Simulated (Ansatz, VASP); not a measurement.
**Two plane-wave programs on K3TaO3**

```
CELL_PARAMETERS angstrom
4.02788 2.32549 3.30187
-4.02788 2.32549 3.30187
0.00000 -4.65099 3.30187
ATOMIC_POSITIONS crystal
K 0.76001 0.27043 0.76001
K 0.76001 0.76001 0.27043
K 0.27043 0.76001 0.76001
Ta 0.29410 0.29410 0.29410
O 0.45893 0.06637 0.45893
O 0.45893 0.45893 0.06637
O 0.06637 0.45893 0.45893
```

Alike in both runs: functional PBE; k mesh 6 × 6 × 6; occupations gaussian, width 0.02 eV; no spin polarisation.

Ansatz relaxed the structure, and its values are those at the end. VASP's run is a single point on that final structure, the one shown.

|  | VASP | Ansatz |
| --- | --- | --- |
| version | VASP 6.6.1 | Ansatz 0.2.0 |
| potentials or method | VASP PAW PBE potentials, release 64 (K_sv, Ta_pv, O), cutoff 520 eV | scalar-relativistic, plane waves, PAW |
| valence electrons in the cell | 56 | 58 |

|  | VASP | Ansatz | Ansatz less VASP |
| --- | --- | --- | --- |
| gap on the k mesh at the Fermi level (eV) | 1.20 | 1.19 | -0.012 |
| least direct gap on the mesh (eV) | 1.42 | 1.42 | -0.008 |
| pressure (GPa) | 0.3 | 0.0 | -0.32 |
| rms of the force components (eV/Å) | 0.073 | 0.001 | -0.0723 |

VASP's potentials hold 56 valence electrons a cell and Ansatz's 58, so a difference there can come from the potentials and not from the codes.

Neither program's run includes spin-orbit coupling.
